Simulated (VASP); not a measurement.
# Sb (Fd-3m) in VASP: a series of runs

Runs on Sb. Level: PBEsol. Tasks: single point.

Program: VASP 6.6.1. These are calculated values, not measurements. Logs are shortened: lines on timing, memory, paths and dates and some standing lists are left out, and cuts for length are marked.

## 1. The cell of the first run

The structure is cubic, space group Fd-3m (No. 227). Conventional cell: a = 5.950 Å, b = 5.950 Å, c = 5.950 Å, α = 90.00°, β = 90.00°, γ = 90.00°. Within 3.4 Å of Sb (site symmetry -43m) lie 4 Sb at 2.58 Å.

This isn't the form of Sb at room conditions, which is rhombohedral.

## 2. Single point, PBEsol (26.33 Å³/atom)

Contents of INCAR:

```
PREC = Accurate
ENCUT = 500
EDIFF = 1E-6
ISMEAR = -1
SIGMA = 0.1
LREAL = F
LASPH = T
NELM = 120
ALGO = Normal
ISIF = 2
LWAVE = F
LCHARG = T
GGA = PS
LELF = T
LVHAR = T
NBANDS = 12
GGA_COMPAT = F
```

Contents of KPOINTS:

```
regular mesh
0
Gamma
  10 10 10
```

Contents of POSCAR:

```
Sb
1.0
    0.0000000000      2.9748882081      2.9748882081
    2.9748882081      0.0000000000      2.9748882081
    2.9748882081      2.9748882081      0.0000000000
Sb
2
Direct
   -0.1250000000     -0.1250000000     -0.1250000000
    0.1250000000      0.1250000000      0.1250000000
```

Potentials or basis: VASP PAW PBE potentials, release 64 (Sb).

Run with:

```
cat potpaw_PBE.64/Sb/POTCAR > POTCAR
mpirun -np 1 vasp_std > vasp.out
```

OUTCAR:

```text
PREC = Accurate
   ENCUT = 500
   EDIFF = 1E-6
   ISMEAR = -1
   LREAL = F
   LASPH = T
   NELM = 120
   ISIF = 2
   GGA = PS

 ion  position               nearest neighbor table
   1  0.875  0.875  0.875-   2 2.58   2 2.58   2 2.58   2 2.58
   2  0.125  0.125  0.125-   1 2.58   1 2.58   1 2.58   1 2.58

  LATTYP: Found a face centered cubic cell.
 ALAT       =     5.9497764162

  Lattice vectors:

 A1 = (   0.0000000000,   2.9748882081,   2.9748882081)
 A2 = (   2.9748882081,   0.0000000000,   2.9748882081)
 A3 = (   2.9748882081,   2.9748882081,   0.0000000000)

Analysis of symmetry for initial positions (statically):
=====================================================================
 Subroutine PRICEL returns:
 Original cell was already a primitive cell.

 Routine SETGRP: Setting up the symmetry group for a
 face centered cubic supercell.

 Subroutine GETGRP returns: Found 48 space group operations
 (whereof 12 operations were pure point group operations)
 out of a pool of 48 trial point group operations.

The static configuration has the point symmetry D_3d.
 The point group associated with its full space group is O_h .

Analysis of symmetry for dynamics (positions and initial velocities):
=====================================================================
 Subroutine PRICEL returns:
 Original cell was already a primitive cell.

 Routine SETGRP: Setting up the symmetry group for a
 face centered cubic supercell.

 Subroutine GETGRP returns: Found 48 space group operations
 (whereof 12 operations were pure point group operations)
 out of a pool of 48 trial point group operations.

The dynamic configuration has the point symmetry D_3d.
 The point group associated with its full space group is O_h .

 Subroutine INISYM returns: Found 48 space group operations
 (whereof 12 operations are pure point group operations),
 and found     1 'primitive' translations

----------------------------------------------------------------------------------------

                                     Primitive cell

  volume of cell :      52.6553

  direct lattice vectors                    reciprocal lattice vectors
     0.000000000  2.974888208  2.974888208    -0.168073543  0.168073543  0.168073543
     2.974888208  0.000000000  2.974888208     0.168073543 -0.168073543  0.168073543
     2.974888208  2.974888208  0.000000000     0.168073543  0.168073543 -0.168073543

  length of vectors
     4.207127250  4.207127250  4.207127250     0.291111915  0.291111915  0.291111915

  position of ions in fractional coordinates (direct lattice)
     0.875000000  0.875000000  0.875000000
     0.125000000  0.125000000  0.125000000

  ion indices of the primitive-cell ions
   primitive index   ion index
                 1           1
                 2           2

----------------------------------------------------------------------------------------

 KPOINTS: regular mesh

Automatic generation of k-mesh.
 Grid dimensions read from file:
 generate k-points for:   10   10   10

 Generating k-lattice:

  Cartesian coordinates                     Fractional coordinates (reciprocal lattice)
    -0.016807354  0.016807354  0.016807354     0.100000000  0.000000000  0.000000000
     0.016807354 -0.016807354  0.016807354     0.000000000  0.100000000  0.000000000
     0.016807354  0.016807354 -0.016807354     0.000000000  0.000000000  0.100000000

  Length of vectors
     0.029111192  0.029111192  0.029111192

  Shift w.r.t. Gamma in fractional coordinates (k-lattice)
     0.000000000  0.000000000  0.000000000

 Subroutine IBZKPT returns following result:
 ===========================================

 Found     47 irreducible k-points:

 Following reciprocal coordinates:
            Coordinates               Weight
  0.000000  0.000000  0.000000      1.000000
  0.100000  0.000000  0.000000      8.000000
  0.200000  0.000000  0.000000      8.000000
  0.300000  0.000000  0.000000      8.000000
  0.400000  0.000000  0.000000      8.000000
  0.500000  0.000000  0.000000      4.000000
[... 16 lines left out ...]
  0.300000  0.300000  0.000000      6.000000
  0.400000  0.300000  0.000000     24.000000
 [... further k-points ...]
   k-points           NKPTS =     47   k-points in BZ     NKDIM =     47   number of bands    NBANDS=     12
   number of dos      NEDOS =    301   number of ions     NIONS =      2
   total plane-waves  NPLWV =  32768
   dimension x,y,z NGX =    32 NGY =   32 NGZ =   32
   dimension x,y,z NGXF=    64 NGYF=   64 NGZF=   64
   ions per type =               2
   NGX,Y,Z   is equivalent  to a cutoff of  12.64, 12.64, 12.64 a.u.
   NGXF,Y,Z  is equivalent  to a cutoff of  25.29, 25.29, 25.29 a.u.
 SYSTEM =  unknown system
   PREC   = accura    normal or accurate (medium, high low for compatibility)
   ISTART =      0    job   : 0-new  1-cont  2-samecut
   ICHARG =      2    charge: 1-file 2-atom 10-const
   ISPIN  =      1    spin polarized calculation?
   LNONCOLLINEAR =      F non collinear calculations
   LSORBIT =      F    spin-orbit coupling
   LASPH  =      T    aspherical Exc in radial PAW
   ENCUT  =  500.0 eV  36.75 Ry    6.06 a.u.   7.67  7.67  7.67*2*pi/ulx,y,z
   NELM   =    120;   NELMIN=  2; NELMDL= -5     # of ELM steps
   EDIFF  = 0.1E-05   stopping-criterion for ELM
   LREAL  =      F    real-space projection
[... 7 lines left out ...]
   TEBEG  =    0.0;   TEEND  =   0.0 temperature during run
   PSTRESS=    0.0 pullay stress
   NELECT =      10.0000    total number of electrons
   NUPDOWN=      -1.0000    fix difference up-down
   EMIN   =  10.00;   EMAX   =-10.00  energy-range for DOS
   EFERMI =   0.00;   METHOD = LEGACY
   ISMEAR =    -1;   SIGMA  =   0.10  broadening in eV -4-tet -1-fermi 0-gaus
   EFERMI_NEDOS =   21; number of points for ismear=-14 and -15
   IALGO  =     38    algorithm
   IMIX   =      4    mixing-type and parameters
     AMIX     =   0.40;   BMIX     =  1.00
     AMIX_MAG =   1.60;   BMIX_MAG =  1.00
  volume/ion in A,a.u.               =      26.33       177.67
  Fermi-wavevector in a.u.,A,eV,Ry     =   0.941010  1.778251 12.047953  0.885500
  Thomas-Fermi vector in A             =   2.068478
   LORBIT       =      0    0 simple, 1 ext, 2 COOP (PROOUT), +10 PAW based schemes
   GGA     = PS    functional components
   LHFCALC =     F    Hartree Fock is set to
   AEXX    =    0.0000 exact exchange contribution
   IVDW    =     0    specifies the selected vdW correction
   LEPSILON=     F    determine dielectric tensor
   LRPA    =     F    only Hartree local field effects (RPA)
 non-spin polarized calculation
  energy-cutoff  :      500.00
  volume of cell :       52.66
 maximum number of plane-waves:      1363
   NGX = 15   NGY = 15   NGZ = 15

 number of electron      10.0000001 magnetization

 Free energy of the ion-electron system (eV)
  ---------------------------------------------------
  ext. energy  EPLUGINS =         0.00000000
  ---------------------------------------------------
  free energy    TOTEN  =        -6.06451687 eV

  energy without entropy =       -6.02682585  energy(sigma->0) =       -6.04567136

 E-fermi :   9.2085     XC(G=0): -10.0860

 val. band max:        9.1871025963   @ k =   0.3000   0.3000   0.0000
 cond. band min:       9.2190209659   @ k =  -0.3000   0.3000   0.1000
 fundamental gap:      0.0319183697
 Fermi energy:         9.2084815116

 k-point     1 :       0.0000    0.0000    0.0000
  band No.  band energies     occupation
      1      -5.9057      2.00000
      2       6.6249      2.00000
      3       6.6249      2.00000
      4       6.6249      2.00000
      5       6.6618      2.00000
      6       9.2775      0.66816
      7       9.2775      0.66816
      8       9.2775      0.66815
      9      12.8867      0.00000
     10      15.8418      0.00000
     11      15.8418      0.00000
     12      16.5627      0.00000

 k-point     2 :       0.1000    0.0000    0.0000
  band No.  band energies     occupation
      1      -5.7897      2.00000
      2       4.7988      2.00000
      3       6.4023      2.00000
      4       6.4023      2.00000
      5       7.6965      2.00000
      6       9.5668      0.05408
      7       9.5668      0.05408
      8       9.8289      0.00403
      9      13.4523      0.00000
     10      15.1502      0.00000
     11      15.1502      0.00000
     12      16.1835      0.00000

 k-point     3 :       0.2000    0.0000    0.0000
  band No.  band energies     occupation
      1      -5.4493      2.00000
      2       2.9043      2.00000
      3       5.9644      2.00000
      4       5.9644      2.00000
      5       7.6182      2.00000
      6      10.1177      0.00023
      7      10.1177      0.00023
      8      11.3557      0.00000
      9      14.2978      0.00000
     10      14.7052      0.00000
     11      14.7052      0.00000
     12      16.2240      0.00000

 k-point     4 :       0.3000    0.0000    0.0000
  band No.  band energies     occupation
      1      -4.9164      2.00000
      2       1.1939      2.00000
      3       5.5654      2.00000
      4       5.5654      2.00000
      5       7.3329      2.00000
      6      10.4849      0.00001
      7      10.4849      0.00001
      8      13.0617      0.00000
      9      14.1515      0.00000
     10      14.9856      0.00000
     11      14.9856      0.00000
     12      17.9258      0.00000

 k-point     5 :       0.4000    0.0000    0.0000
  band No.  band energies     occupation
      1      -4.3004      2.00000
      2      -0.1490      2.00000
      3       5.3042      2.00000
      4       5.3042      2.00000
      5       7.1277      2.00000
      6      10.5764      0.00000
      7      10.5764      0.00000
      8      13.5560      0.00000
      9      15.2266      0.00000
     10      15.9661      0.00000
     11      15.9661      0.00000
     12      18.9621      0.00000
[... 228 lines left out ...]
      1      -4.1099      2.00000
      2       0.0533      2.00000
      3       3.2281      2.00000
      4       5.1471      2.00000
      5       8.7067      1.98685
      6      11.1521      0.00000
      7      11.2992      0.00000
      8      12.7002      0.00000
      9      14.4150      0.00000
     10      15.6297      0.00000
     11      17.2541      0.00000
     12      18.7497      0.00000

 k-point    22 :      -0.2000    0.2000    0.0000
  band No.  band energies     occupation
      1      -4.7215      2.00000
      2       1.1879      2.00000
      3       3.7179      2.00000
      4       5.6228      2.00000
      5       8.7641      1.97677
      6      10.6571      0.00000
      7      10.9783      0.00000
      8      11.7868      0.00000
      9      13.9352      0.00000
     10      16.0214      0.00000
     11      16.6262      0.00000
     12      18.0802      0.00000

 k-point    23 :       0.3000    0.3000    0.0000
  band No.  band energies     occupation
      1      -4.5264      2.00000
      2       1.0317      2.00000
      3       4.3103      2.00000
      4       4.3103      2.00000
      5       7.7805      2.00000
      6       9.1871      1.10649
      7      13.2342      0.00000
      8      13.2342      0.00000
      9      14.4545      0.00000
     10      16.9082      0.00000
     11      17.2908      0.00000
     12      19.1874      0.00000

 k-point    24 :       0.4000    0.3000    0.0000
  band No.  band energies     occupation
      1      -3.9841      2.00000
      2       0.0717      2.00000
      3       3.7681      2.00000
      4       4.0859      2.00000
      5       7.9979      1.99999
      6       9.1010      1.49112
      7      13.2456      0.00000
      8      13.7265      0.00000
      9      16.1764      0.00000
     10      17.4693      0.00000
     11      17.7507      0.00000
     12      19.2386      0.00000

 [... further k-points ...]

------------------------ aborting loop because EDIFF is reached ----------------------------------------

  FORCE on cell =-STRESS in cart. coord.  units (eV):
  Direction    XX          YY          ZZ          XY          YZ          ZX
  --------------------------------------------------------------------------------------
  -------------------------------------------------------------------------------------
  Total       12.2089788     12.2089788     12.2089788     -0.0000000      0.0000000      0.0000000
  in kB      371.4907245    371.4907245    371.4907245     -0.0000000      0.0000000      0.0000000
  external PRESSURE =     371.4907245 kB  Pullay stress =       0.0000000 kB

 VOLUME and BASIS-vectors are now :
 -----------------------------------------------------------------------------
  energy-cutoff  :      500.00
  volume of cell :       52.66
      direct lattice vectors                 reciprocal lattice vectors
     0.000000000  2.974888208  2.974888208    -0.168073543  0.168073543  0.168073543
     2.974888208  0.000000000  2.974888208     0.168073543 -0.168073543  0.168073543
     2.974888208  2.974888208  0.000000000     0.168073543  0.168073543 -0.168073543

 POSITION                                       TOTAL-FORCE (eV/Angst)
 -----------------------------------------------------------------------------------
      5.20605      5.20605      5.20605        -0.000000     -0.000000     -0.000000
      0.74372      0.74372      0.74372         0.000000      0.000000      0.000000
 -----------------------------------------------------------------------------------
    total drift:                                0.000000      0.000000     -0.000000

  FREE ENERGIE OF THE ION-ELECTRON SYSTEM (eV)
  ---------------------------------------------------
  free  energy   TOTEN  =        -6.0645168720 eV

  energy  without entropy=       -6.0268258460  energy(sigma->0) =       -6.04567136
```

Wall time 20 s (1 thread of Intel Xeon 6975P-C (Granite Rapids), shared host); peak memory 0.17 GiB.

Results:

* Free energy: -6.0645 eV
* Pressure: 37.1 GPa
* Band gap on the k mesh: zero (bands 5 and 6 overlap by 2.41 eV)

Levels at points of the mesh, in eV from the Fermi level:
| k point | band 2 | band 3 | band 4 | band 5 | band 6 | band 7 | band 8 | band 9 |
| --- | --- | --- | --- | --- | --- | --- | --- | --- |
| (0.00, 0.00, 0.00) | -2.58 | -2.58 | -2.58 | -2.55 | 0.07 | 0.07 | 0.07 | 3.68 |
| (0.50, 0.00, 0.00) | -9.94 | -3.99 | -3.99 | -2.15 | 1.37 | 1.37 | 4.25 | 7.58 |
| (0.50, 0.50, 0.00) | -11.39 | -5.56 | -5.56 | -1.37 | -1.37 | 6.72 | 6.72 | 8.76 |

Caveat: the cell stands under pressure; the PAW data sets were made with another functional, which shifts forces and pressure a little; spin-orbit coupling is left out, which moves the levels of the heavy elements.

(Part 1 of 2 ends here.)
